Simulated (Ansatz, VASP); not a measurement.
**Fe: VASP beside Ansatz**

```
CELL_PARAMETERS angstrom
0.00000 2.83135 -2.83135
-2.83135 0.00000 2.83135
1.41568 1.41568 1.41568
ATOMIC_POSITIONS crystal
Fe 0.00000 0.00000 0.00000
Fe 0.33333 0.66667 0.33333
Fe 0.66667 0.33333 0.66667
```

Alike in both runs: task single point; functional PBE; k mesh 11 × 11 × 15; occupations fermi-dirac, width 0.1 eV; collinear spin.

|  | VASP | Ansatz |
| --- | --- | --- |
| version | VASP 6.6.1 | Ansatz 0.2.0 |
| potentials or method | VASP PAW PBE potentials, release 64 (Fe), cutoff 520 eV | all-electron LAPW, scalar-relativistic |

```tsv
	VASP	Ansatz	Ansatz less VASP
pressure (GPa)	0.0	0.0	-0.04
net moment per atom (μB)	2.18	2.16	-0.024
size of the moment on the site where the two differ most (μB)	2.18	2.21	+0.034
```

Site moments also hang on the region over which each program counts them. Ansatz ran all-electron here, and VASP with PAW potentials.
